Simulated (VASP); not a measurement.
The system is AgCl (Chlorargyrite).

```
Ag Cl
1.0
     0.00000    2.73500    2.73500
     2.73500    0.00000    2.73500
     2.73500    2.73500    0.00000
Ag Cl
1 1
Direct
  0.00000 0.00000 0.00000
  0.50000 0.50000 0.50000
```

Base run:

| Item | Value |
| --- | --- |
| Program | VASP 6.6.1 |
| Functional | LDA |
| Potentials or basis | VASP PAW LDA potentials, release 64 (Ag, Cl) |
| Cutoff | 520 eV |
| k mesh | 8 × 8 × 8 |
| Occupations | fermi-dirac, width 0.05 eV |
| Spin | no spin polarisation |

Its results: band gap on the k mesh 0.64 eV, indirect (least direct gap 3.11 eV); pressure -3.8 GPa.

After a change of settings the same cell gave: band gap on the k mesh 0.80 eV, indirect (least direct gap 3.11 eV); pressure -3.7 GPa. Which change was it?
A. occupations from fermi-dirac, width 0.05 eV to gaussian, width 0.02 eV
B. occupations from fermi-dirac, width 0.05 eV to gaussian, width 0.02 eV; further incar settings from ALGO = Normal; EDIFF = 1e-06; NBANDS = 16 to ALGO = Normal; EDIFF = 1e-07; NBANDS = 16
C. k mesh from 8 × 8 × 8 to 5 × 5 × 5

C.
